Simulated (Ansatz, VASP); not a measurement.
## Two plane-wave programs on C

```
CELL_PARAMETERS angstrom
2.40309 -0.50668 0.30722
-0.42951 3.71396 -0.50805
0.86880 0.75815 4.39218
ATOMIC_POSITIONS crystal
C 0.98174 0.80575 0.84224
C 0.01826 0.19425 0.15776
C 0.21295 0.23252 0.80774
C 0.89344 0.46254 0.67537
C 0.10656 0.53746 0.32463
C 0.78705 0.76748 0.19226
```

Alike in both runs: functional PBE; k mesh 8 × 6 × 6; occupations gaussian, width 0.1 eV; no spin polarisation.

Ansatz relaxed the structure, and its values are those at the end. VASP's run is a single point on that final structure, the one shown.

|  | VASP | Ansatz |
| --- | --- | --- |
| version | VASP 6.6.1 | Ansatz 0.2.0 |
| potentials or method | VASP PAW PBE potentials, release 64 (C), cutoff 520 eV | scalar-relativistic, plane waves, PAW |
| valence electrons in the cell | 24 | 24 |

Ansatz gave:

| Item | Value |
| --- | --- |
| gap on the k mesh at the Fermi level (eV) | none |
| pressure (GPa) | 0.0 |
| rms of the force components (eV/Å) | 0.014 |

Q: Which values does VASP return?

A: gap on the k mesh at the Fermi level (eV): none; pressure (GPa): 0.6; rms of the force components (eV/Å): 0.019.

A gap of «none» marks a metal or a gap that the smearing closes.
